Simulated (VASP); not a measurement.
Set up this calculation in VASP 6.6.1, as the native input.

| Property | Result |
| --- | --- |
| Task | single point |
| Functional | RPBE |
| Potentials or basis | VASP PAW PBE potentials, release 64 (Pd) |
| Cutoff | 520 eV |
| k mesh | 12 × 12 × 12 |
| Occupations | fermi-dirac, width 0.05 eV |
| Spin | collinear spin |
| Starting moments | [0.5, -0.5] μB |
| Dipole correction | no |
| Further INCAR settings | ALGO = Normal; EDIFF = 1e-07; NBANDS = 21 |

The structure of Pd lies in POSCAR:

```
Pd
1.0
    0.0000000000      2.5321049562      2.5321049562
    2.5321049562      0.0000000000      2.5321049562
    2.5321049562      2.5321049562      0.0000000000
Pd
2
Direct
    0.0000000000      0.0000000000      0.0000000000
    0.5000000000      0.5000000000      0.5000000000
```

This isn't the form of Pd at room conditions, which is fcc.

One way to write it, as run:

INCAR

```
SYSTEM = Pd
  PREC = Accurate
  ENCUT = 520
  EDIFF = 1E-7
  ISMEAR = -1
  SIGMA = 0.05
  LREAL = .FALSE.
  LASPH = .TRUE.
  NELM = 150
  ALGO = Normal
  ISIF = 2
  LWAVE = .FALSE.
  LCHARG = .FALSE.
  ISPIN = 2
  MAGMOM = 0.5 -0.5
  LORBIT = 11
  LMAXMIX = 4
  GGA = RP
  NBANDS = 21
```

KPOINTS

```
regular mesh
0
G
  12 12 12
  0 0 0
```

Potentials or basis: VASP PAW PBE potentials, release 64 (Pd).

Run with:

```bash
$ cat potpaw_PBE.64/Pd/POTCAR > POTCAR
$ mpirun -np 1 vasp_std > vasp.out
```

Results of the run:

* Pressure: 18.7 GPa
* Band gap on the k mesh: zero (filled and empty bands overlap)
* Net moment: 0.00 μB per cell
* Valence electrons inside the program's atomic spheres: Pd 9.52

Caveat: the cell stands under pressure; the PAW data sets were made with another functional, which shifts forces and pressure a little.

It took 58 s on 1 thread of AMD EPYC 9R45 96-Core Processor (Zen 5), on a shared host, peak memory 0.18 GiB.
